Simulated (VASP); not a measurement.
Set up this calculation in VASP 6.6.1, as the native input.

| Quantity | Value |
| --- | --- |
| Task | single point |
| Functional | PBE |
| Dispersion | D3(BJ) |
| Potentials or basis | VASP PAW PBE potentials, release 64 (Ge_d) |
| Cutoff | 520 eV |
| k mesh | 6 × 6 × 6 |
| Occupations | fermi-dirac, width 0.05 eV |
| Spin | no spin polarisation |
| Dipole correction | no |
| Further INCAR settings | ALGO = Normal; EDIFF = 1e-06; NBANDS = 21 |

The structure of Ge lies in POSCAR:

```
Ge
1.0
    0.0000000000      2.8538356015      2.8538356015
    2.8538356015      0.0000000000      2.8538356015
    2.8538356015      2.8538356015      0.0000000000
Ge
2
Direct
    0.0000000000      0.0000000000      0.0000000000
    0.2500000000      0.2500000000      0.2500000000
```

One way to write it, as run:

INCAR

```
PREC = Accurate
ENCUT = 520
EDIFF = 1E-6
ISMEAR = -1
SIGMA = 0.05
LREAL = F
LASPH = T
NELM = 80
ALGO = Normal
ISIF = 2
LWAVE = F
LCHARG = F
GGA = PE
IVDW = 12
NBANDS = 21
```

KPOINTS

```
Automatic mesh
0
Gamma
  6 6 6
```

Potentials or basis: VASP PAW PBE potentials, release 64 (Ge_d).

Command:

```bash
$ cat potpaw_PBE.64/Ge_d/POTCAR > POTCAR
$ mpirun -np 1 vasp_std > vasp.out
```

Results of the run:

| Quantity | Value |
| --- | --- |
| Pressure | -0.2 GPa |
| Band gap on the k mesh | zero (filled and empty bands touch) |
| Dispersion energy per atom | -0.289 eV |

Caveat: pairwise dispersion overbinds metals, which lowers pressure and volume.

Run time: 9.5 s on 1 thread of Intel(R) Xeon(R) 6975P-C (Granite Rapids), with other jobs on the host, peak memory 0.16 GiB.
